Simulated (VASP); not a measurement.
Sc2GaN3: single point with PBE

Sc2GaN3:

```
CELL_PARAMETERS angstrom
3.16181 0.00000 0.00000
-1.58090 2.73820 0.00000
0.00000 0.00000 7.56967
ATOMIC_POSITIONS crystal
Sc 0.66667 0.33333 0.32635
Sc 0.33333 0.66667 0.67365
Ga 0.00000 0.00000 0.00000
N 0.33333 0.66667 0.15832
N 0.00000 0.00000 0.50000
N 0.66667 0.33333 0.84168
```

```yaml
Program: VASP 6.6.1
Task: single point
Functional: PBE
Potentials_or_basis: VASP PAW PBE potentials, release 64 (Sc_sv, Ga_d, N)
Cutoff: 520 eV
k_mesh: 4 × 4 × 2
Occupations: gaussian, width 0.15 eV
Spin: no spin polarisation
```

```yaml
Pressure: 0.5 GPa
Largest_force: 0.049 eV/Å
Band_gap_on_the_k_mesh: 0.81 eV (least direct gap 2.14 eV)
```

Forces on the atoms (eV/Å):
```
Sc   0.000  0.000  0.049
Sc   0.000  0.000 -0.049
Ga   0.000  0.000  0.000
N    0.000  0.000 -0.025
N    0.000  0.000  0.000
N    0.000  0.000  0.025
```

Levels at points of the mesh, in eV from the valence-band top:
```
           k point  band 21  band 22  band 23  band 24  band 25  band 26  band 27  band 28  band 29  band 30
(0.00, 0.00, 0.00)    -1.36    -1.36    -0.24    -0.24     0.00     2.45     2.91     2.91     3.50     3.75
(0.50, 0.00, 0.00)    -2.94    -1.52    -1.44    -1.36    -1.33     0.81     3.30     3.90     4.88     5.05
(0.00, 0.00, 0.50)    -1.78    -1.46    -1.46    -0.15    -0.15     2.86     2.94     2.94     3.94     3.94
(0.50, 0.00, 0.50)    -2.70    -2.38    -2.23    -1.29    -0.72     1.46     2.95     4.19     4.88     5.13
```

Run time: 15 s on 1 thread of AMD EPYC 9R45 96-Core Processor (Zen 5) (shared host), peak memory 0.15 GiB.

Caveat: the k points lie up to 0.57 Å⁻¹ apart. A k mesh can miss the band edges.
